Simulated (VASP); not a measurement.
The system is BaO.

```xyz
2
Lattice="0.0000 2.7719 2.7719 2.7719 0.0000 2.7719 2.7719 2.7719 0.0000" Properties=species:S:1:pos:R:3 pbc="T T T"
Ba    0.0000    0.0000    0.0000
O     2.7719    2.7719    2.7719
```

Program: VASP 6.6.1. Alike in all runs: task single point; level PBE; potentials or basis VASP PAW PBE potentials, release 64 (Ba_sv, O); no spin polarisation; cell as given; cutoff (eV) 600. Hardware: 1 thread of AMD EPYC 9R45 96-Core Processor (Zen 5) (shared host).

Order these runs on this cell by their wall time, lowest first.
A. k mesh 2 × 2 × 2; smearing gaussian 0.01 eV
B. k mesh 6 × 6 × 6; smearing gaussian 0.01 eV
C. k mesh 6 × 6 × 6; smearing gaussian 0.5 eV

A (3.6 s), C (9.1 s), B (46 s).

Caveats: some runs use coarse meshes.
